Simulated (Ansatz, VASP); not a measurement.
# Mg: VASP beside Ansatz

File INCAR:

```
SYSTEM = Mg
ALGO = Normal
EDIFF = 1E-6
ENCUT = 520
GGA = PE
ISIF = 2
ISMEAR = 0
LASPH = .True.
LCHARG = .True.
LELF = .True.
LREAL = .False.
LVHAR = .True.
LWAVE = .False.
NBANDS = 7
NELM = 60
PREC = Accurate
SIGMA = 0.15
```

KPOINTS

```
k-points
0
Gamma
  20 20 20
  0 0 0
```

File POSCAR:

```
Mg
1.0
   -1.9057973337      1.9057973337      1.6658574494
    1.9057973337     -1.9057973337      1.6658574494
    1.9057973337      1.9057973337     -1.6658574494
Mg
1
Direct
    0.0000000000      0.0000000000      0.0000000000
```

Input for Ansatz:

```yaml
crystal:
  lattice:
    - [-1.9057973337, 1.9057973337, 1.6658574494]
    - [1.9057973337, -1.9057973337, 1.6658574494]
    - [1.9057973337, 1.9057973337, -1.6658574494]
  atoms:
    - { symbol: Mg, position: [0.0, 0.0, 0.0] }
basis:
  ecutwfc: 520.0
kpoints:
  mp_grid: { grid: [20, 20, 20] }
hamiltonian:
  xc: pbe
  pseudopotentials: { kind: paw }
scf:
  occupations: { method: gaussian, width: 0.15 }
output:
  forces: true
  stress: true
  eigenvalues: true
```

Alike in both runs: task single point; functional PBE; k mesh 20 × 20 × 20; occupations gaussian, width 0.15 eV; no spin polarisation.

```csv
,VASP,Ansatz
version,VASP 6.6.1,Ansatz 0.2.0
potentials or method,"VASP PAW PBE potentials, release 64 (Mg), cutoff 520 eV","scalar-relativistic, plane waves, PAW"
valence electrons in the cell,2,10
```

Ansatz gave:

```
gap on the k mesh at the Fermi level (eV)                     : none
pressure (GPa)                                                : -1.5
traceless stress, the component that is largest in VASP (GPa) : 0.38
```

Task: Which values does VASP return?

Result: gap on the k mesh at the Fermi level (eV): none; pressure (GPa): -1.6; traceless stress, the component that is largest in VASP (GPa): 0.37.

A gap of «none» marks a metal or a gap that the smearing closes. VASP's potentials hold 2 valence electrons a cell and Ansatz's 10, so a difference there can come from the potentials and not from the codes.
